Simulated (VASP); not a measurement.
# BeS: single point with PBE

Crystal: BeS.

```xyz
2
Lattice="0.0000 2.3885 2.4343 2.3885 0.0000 2.4343 2.3885 2.3885 0.0000" Properties=species:S:1:pos:R:3 pbc="T T T"
Be    0.0000    0.0000    0.0000
S     1.1943    1.1943    1.2172
```

This cell differs from its parent crystal: biaxial xy strain -1.9%.

| Item | Value |
| --- | --- |
| Program | VASP 6.6.1 |
| Task | single point |
| Functional | PBE |
| Potentials or basis | VASP PAW PBE potentials, release 64 (Be, S) |
| Cutoff | 520 eV |
| k mesh | 6 × 6 × 6 |
| Occupations | gaussian, width 0.01 eV |
| Spin | no spin polarisation |
| Dipole correction | no |
| Further INCAR settings | ALGO = Normal; EDIFF = 1e-06; NBANDS = 11 |

```json
{"Pressure": "4.3 GPa", "Band gap on the k mesh": "2.96 eV, indirect (least direct gap 5.61 eV)"}
```

Stress tensor (GPa, compression positive):
```
4.99 0.00 0.00
0.00 4.99 0.00
0.00 0.00 3.04
```

Levels at points of the mesh, in eV from the valence-band top:
```csv
k point,band 2,band 3,band 4,band 5,band 6,band 7
"(0.00, 0.00, 0.00)",-0.11,0.00,0.00,5.61,5.61,5.64
"(0.50, 0.00, 0.00)",-6.00,-1.20,-1.02,5.51,6.46,6.61
"(0.50, 0.50, 0.00)",-5.28,-2.67,-2.67,3.12,4.98,12.96
"(0.50, 0.00, 0.50)",-5.15,-2.84,-2.80,2.96,4.80,12.89
```

Wall time 11 s on 1 thread of Intel(R) Xeon(R) Platinum 8259CL CPU @ 2.50GHz (Skylake/Cascade Lake), on a shared host, peak memory 0.15 GiB.

Caveat: the cell differs from its parent crystal (biaxial xy strain -1.9%). A k mesh can miss the band edges.
